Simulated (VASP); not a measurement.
# Os (P6_3/mmc) in VASP: notebook

Os is run at these levels: LDA; tasks: single point.

Everything below comes from runs of VASP 6.6.1. Logs are shortened: lines on timing, memory, paths and dates and some standing lists are left out, and cuts for length are marked.

## Step 1: The cell of the first run

Symmetry: P6_3/mmc, No. 194, hexagonal system. Conventional cell: a = 2.718 Å, b = 2.718 Å, c = 4.284 Å, α = 90.00°, β = 90.00°, γ = 120.00°. Os (site symmetry -6m2) has 12 Os at 2.66 to 2.72 Å within 3.5 Å.

## Step 2: Single point, LDA

Contents of INCAR:

```
  ALGO = Normal
  EDIFF = 1E-6
  ENCUT = 560
  GGA = CA
  GGA_COMPAT = F
  ISIF = 2
  ISMEAR = 1
  LASPH = T
  LCHARG = T
  LELF = T
  LREAL = F
  LVHAR = T
  LWAVE = F
  NBANDS = 23
  NELM = 120
  PREC = Accurate
  SIGMA = 0.3
```

Contents of KPOINTS:

```
k-points
0
Gamma
  13 13 8
```

Contents of POSCAR:

```
Os
1.0
    2.7175247593      0.0000000000      0.0000000000
   -1.3587623796      2.3534454770      0.0000000000
    0.0000000000      0.0000000000      4.2844606214
Os
2
Direct
    0.3333333333      0.6666666667      0.2500000000
    0.6666666667      0.3333333333      0.7500000000
```

Potentials or basis: VASP PAW LDA potentials, release 64 (Os_sv_GW).

Run with:

```console
> cat potpaw_LDA.64/Os_sv_GW/POTCAR > POTCAR
> mpirun -np 1 vasp_std > vasp.out
```

OUTCAR:

```text
EDIFF = 1E-6
   ENCUT = 560
   GGA = CA
   ISIF = 2
   ISMEAR = 1
   LASPH = T
   LREAL = F
   NELM = 120
   PREC = Accurate

 ion  position               nearest neighbor table
   1  0.333  0.667  0.250-   2 2.66   2 2.66   2 2.66   2 2.66   2 2.66   2 2.66
   2  0.667  0.333  0.750-   1 2.66   1 2.66   1 2.66   1 2.66   1 2.66   1 2.66

  LATTYP: Found a hexagonal cell.
 ALAT       =     2.7175247593
 C/A-ratio  =     1.5766040794

  Lattice vectors:

 A1 = (   2.7175247593,   0.0000000000,   0.0000000000)
 A2 = (  -1.3587623796,   2.3534454770,   0.0000000000)
 A3 = (   0.0000000000,   0.0000000000,   4.2844606214)

Analysis of symmetry for initial positions (statically):
=====================================================================
 Subroutine PRICEL returns:
 Original cell was already a primitive cell.

 Routine SETGRP: Setting up the symmetry group for a
 hexagonal supercell.

 Subroutine GETGRP returns: Found 24 space group operations
 (whereof 12 operations were pure point group operations)
 out of a pool of 24 trial point group operations.

The static configuration has the point symmetry D_3d.
 The point group associated with its full space group is D_6h.

Analysis of symmetry for dynamics (positions and initial velocities):
=====================================================================
 Subroutine PRICEL returns:
 Original cell was already a primitive cell.

 Routine SETGRP: Setting up the symmetry group for a
 hexagonal supercell.

 Subroutine GETGRP returns: Found 24 space group operations
 (whereof 12 operations were pure point group operations)
 out of a pool of 24 trial point group operations.

The dynamic configuration has the point symmetry D_3d.
 The point group associated with its full space group is D_6h.

 Subroutine INISYM returns: Found 24 space group operations
 (whereof 12 operations are pure point group operations),
 and found     1 'primitive' translations

----------------------------------------------------------------------------------------

                                     Primitive cell

  volume of cell :      27.4015

[... 73 lines left out ...]
   dimension x,y,z NGX =    24 NGY =   24 NGZ =   36
   dimension x,y,z NGXF=    48 NGYF=   48 NGZF=   72
   ions per type =               2
   NGX,Y,Z   is equivalent  to a cutoff of  14.68, 14.68, 13.97 a.u.
   NGXF,Y,Z  is equivalent  to a cutoff of  29.36, 29.36, 27.94 a.u.
 SYSTEM =  unknown system
   PREC   = accura    normal or accurate (medium, high low for compatibility)
   ISTART =      0    job   : 0-new  1-cont  2-samecut
   ICHARG =      2    charge: 1-file 2-atom 10-const
   ISPIN  =      1    spin polarized calculation?
   LNONCOLLINEAR =      F non collinear calculations
   LSORBIT =      F    spin-orbit coupling
   LASPH  =      T    aspherical Exc in radial PAW
   ENCUT  =  560.0 eV  41.16 Ry    6.42 a.u.   5.24  5.24  8.27*2*pi/ulx,y,z
   NELM   =    120;   NELMIN=  2; NELMDL= -5     # of ELM steps
   EDIFF  = 0.1E-05   stopping-criterion for ELM
   LREAL  =      F    real-space projection
[... 7 lines left out ...]
   TEBEG  =    0.0;   TEEND  =   0.0 temperature during run
   PSTRESS=    0.0 pullay stress
   NELECT =      32.0000    total number of electrons
   NUPDOWN=      -1.0000    fix difference up-down
   EMIN   =  10.00;   EMAX   =-10.00  energy-range for DOS
   EFERMI =   0.00;   METHOD = LEGACY
   ISMEAR =     1;   SIGMA  =   0.30  broadening in eV -4-tet -1-fermi 0-gaus
   EFERMI_NEDOS =   21; number of points for ismear=-14 and -15
   IALGO  =     38    algorithm
   IMIX   =      4    mixing-type and parameters
     AMIX     =   0.40;   BMIX     =  1.00
     AMIX_MAG =   1.60;   BMIX_MAG =  1.00
  volume/ion in A,a.u.               =      13.70        92.46
  Fermi-wavevector in a.u.,A,eV,Ry     =   1.723985  3.257860 40.438219  2.972125
  Thomas-Fermi vector in A             =   2.799759
   LORBIT       =      0    0 simple, 1 ext, 2 COOP (PROOUT), +10 PAW based schemes
   GGA     = CA    functional components
   LHFCALC =     F    Hartree Fock is set to
   AEXX    =    0.0000 exact exchange contribution
   IVDW    =     0    specifies the selected vdW correction
   LEPSILON=     F    determine dielectric tensor
   LRPA    =     F    only Hartree local field effects (RPA)
 non-spin polarized calculation
 Methfessel and Paxton  Order N= 1 SIGMA  =   0.30
  energy-cutoff  :      560.00
  volume of cell :       27.40
 maximum number of plane-waves:       836
 NGX is ok and might be reduce to    24
   NGX = 11   NGY = 11   NGZ = 17

 number of electron      31.9999999 magnetization

 Free energy of the ion-electron system (eV)
  ---------------------------------------------------
  ext. energy  EPLUGINS =         0.00000000
  ---------------------------------------------------
  free energy    TOTEN  =       -27.62171481 eV

  energy without entropy =      -27.62142950  energy(sigma->0) =      -27.62161970

 E-fermi :  14.0000     XC(G=0): -14.9446

 val. band max:       13.9958172925   @ k =   0.1538   0.0769   0.3750
 cond. band min:      14.0383049571   @ k =   0.0769   0.0000   0.3750
 fundamental gap:      0.0424876645
 Fermi energy:        13.9999732816

 k-point     1 :       0.0000    0.0000    0.0000
  band No.  band energies     occupation
      1     -72.3396      2.00000
      2     -72.2083      2.00000
      3     -32.6172      2.00000
      4     -31.5941      2.00000
      5     -31.5941      2.00000
      6     -31.3994      2.00000
[... 613 lines left out ...]
     22      28.7018      0.00000
     23      30.7350      0.00000

 [... further k-points ...]

------------------------ aborting loop because EDIFF is reached ----------------------------------------

  FORCE on cell =-STRESS in cart. coord.  units (eV):
  Direction    XX          YY          ZZ          XY          YZ          ZX
  --------------------------------------------------------------------------------------
  -------------------------------------------------------------------------------------
  Total        0.1349635      0.1349635     -0.0701576      0.0000000      0.0000000      0.0000000
  in kB        7.8913803      7.8913803     -4.1021492      0.0000000      0.0000000      0.0000000
  external PRESSURE =       3.8935371 kB  Pullay stress =       0.0000000 kB

 VOLUME and BASIS-vectors are now :
 -----------------------------------------------------------------------------
  energy-cutoff  :      560.00
  volume of cell :       27.40
      direct lattice vectors                 reciprocal lattice vectors
     2.717524759  0.000000000  0.000000000     0.367981928  0.212454465  0.000000000
    -1.358762380  2.353445477  0.000000000     0.000000000  0.424908930  0.000000000
     0.000000000  0.000000000  4.284460621     0.000000000  0.000000000  0.233401608

 POSITION                                       TOTAL-FORCE (eV/Angst)
 -----------------------------------------------------------------------------------
     -0.00000      1.56896      1.07112        -0.000000      0.000000      0.000000
      1.35876      0.78448      3.21335         0.000000     -0.000000      0.000000
 -----------------------------------------------------------------------------------
    total drift:                               -0.000000      0.000000     -0.000000

  FREE ENERGIE OF THE ION-ELECTRON SYSTEM (eV)
  ---------------------------------------------------
  free  energy   TOTEN  =       -27.6217148063 eV

  energy  without entropy=      -27.6214295016  energy(sigma->0) =      -27.62161970
```

OSZICAR:

```text
N       E                     dE             d eps       ncg     rms          rms(c)
DAV:   1     0.324445616135E+03    0.32445E+03   -0.23646E+04  4910   0.158E+03
DAV:   2    -0.195499827254E+02   -0.34400E+03   -0.33032E+03  5783   0.485E+02
DAV:   3    -0.300072575022E+02   -0.10457E+02   -0.10392E+02  5838   0.814E+01
DAV:   4    -0.300445434488E+02   -0.37286E-01   -0.37280E-01  5342   0.551E+00
DAV:   5    -0.300446672000E+02   -0.12375E-03   -0.12375E-03  5994   0.285E-01    0.109E+02
DAV:   6    -0.279206673073E+02    0.21240E+01   -0.32753E+00  5481   0.133E+01    0.574E+01
DAV:   7    -0.276549415341E+02    0.26573E+00   -0.13897E+00  5783   0.816E+00    0.122E+01
DAV:   8    -0.276229007209E+02    0.32041E-01   -0.12305E-01  5334   0.321E+00    0.167E+00
DAV:   9    -0.276218966943E+02    0.10040E-02   -0.27253E-03  5881   0.390E-01    0.580E-01
DAV:  10    -0.276217142824E+02    0.18241E-03   -0.33480E-04  5082   0.205E-01    0.356E-01
DAV:  11    -0.276217148063E+02   -0.52395E-06   -0.27989E-06  5111   0.171E-02
   1 F= -.27621715E+02 E0= -.27621620E+02  d E =-.285305E-03
```

stdout:

```text
POSCAR found type information on POSCAR Os
 POSCAR found :  1 types and       2 ions
 scaLAPACK will be used
 LDA part: xc-table for (Slater(with rela. corr.)+CA(PZ))
 , standard interpolation
 POSCAR, INCAR and KPOINTS ok, starting setup
 FFT: planning ... GRIDC
 FFT: planning ... GRID_SOFT
 FFT: planning ... GRID
 WAVECAR not read
 entering main loop
```

Run time: 33 s. Hardware: 1 thread of Intel Xeon Platinum 8488C (Sapphire Rapids), shared host; peak memory 0.19 GiB.

What came out:

```yaml
Free_energy: -27.6217 eV
Pressure: 0.4 GPa
Band_gap_on_the_k_mesh: zero (bands 16 and 17 overlap by 3.96 eV)
```

Caveat: so wide a smearing shifts energies and pressures; spin-orbit coupling is left out, which moves the levels of the heavy elements.

(Continued in part 2 of 2.)

The gap in the log of VASP goes by the Fermi energy; the results here count the filled bands.